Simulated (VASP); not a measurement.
Runs of VASP 6.6.1 on BAs. The structure is that of space group F-43m (No. 216), or close to it. The cells are those of the table. 

```tsv
level	spin	cell	cutoff (eV)	gap on the mesh (eV)	pressure (GPa)	moment (μB)
r2SCAN	non-collinear, zero start, SOC	a = 3.484 Å, angles 60.0°, 2 atoms	620	-	-10.3	0.00
PBE	off	a = 3.315 Å, angles 60.0°, 2 atoms	560	(a)	11.5	-
r2SCAN	non-collinear, zero start, SOC	a = 3.518 Å, angles 60.0°, 2 atoms	620	-	(b)	0.00
PBE	off	a = 3.281 Å, angles 60.0°, 2 atoms	560	1.09	17.3	-
```

**Question.** Estimate the missing entries.

**Answer.** (a) 1.13; (b) -12.9.

Caveats: the cell stands under tension (at least some runs); the PAW data sets were made with another functional, which shifts forces and pressure a little (at least some runs); the cell stands under pressure (at least some runs).

A k mesh can miss the band edges, and rows without SOC leave out spin-orbit coupling on As.
